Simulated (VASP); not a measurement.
Input of a VASP 6.6.1 run:

File POSCAR:

```
KMgF3
1.0
    3.9802385496      0.0000000000      0.0000000000
    0.0000000000      3.9802385496      0.0000000000
    0.0000000000      0.0000000000      3.9802385496
K Mg F
1 1 3
Direct
    0.0000000000      0.0000000000      0.0000000000
    0.5000000000      0.5000000000      0.5000000000
    0.5000000000      0.5000000000      0.0000000000
    0.5000000000      0.0000000000      0.5000000000
    0.0000000000      0.5000000000      0.5000000000
```

File INCAR.step1:

```
SYSTEM = KMgF3
ALGO = Normal
EDIFF = 1E-4
ENCUT = 520
GGA = PE
ISMEAR = 0
LASPH = .True.
LCHARG = .False.
LREAL = .False.
LWAVE = .True.
NBANDS = 24
NELM = 80
PREC = Accurate
SIGMA = 0.01
```

File INCAR.step2:

```
SYSTEM = KMgF3
ALGO = Normal
EDIFF = 1E-6
ENCUT = 520
ISIF = 2
ISMEAR = 0
ISTART = 1
LASPH = .True.
LCHARG = .False.
LMIXTAU = .True.
LREAL = .False.
LWAVE = .False.
METAGGA = R2SCAN
NBANDS = 24
NELM = 80
PREC = Accurate
SIGMA = 0.01
```

File KPOINTS:

```
k-points
0
Gamma
  6 6 6
  0 0 0
```

Potentials or basis: VASP PAW PBE potentials, release 64 (K_sv, Mg, F).

Launch:

```sh
$ cat potpaw_PBE.64/K_sv/POTCAR potpaw_PBE.64/Mg/POTCAR potpaw_PBE.64/F/POTCAR > POTCAR
$ cp INCAR.step1 INCAR
$ mpirun -np 1 vasp_std > vasp.out
$ cp INCAR.step2 INCAR
$ mpirun -np 1 vasp_std > vasp.out
```

Estimate the pressure.

-0.6 GPa.

What does it give for the band gap on the k mesh?

8.28 eV (least direct gap 8.60 eV).

Caveat: the PAW data sets were made with another functional, which shifts forces and pressure a little. A k mesh can miss the band edges.
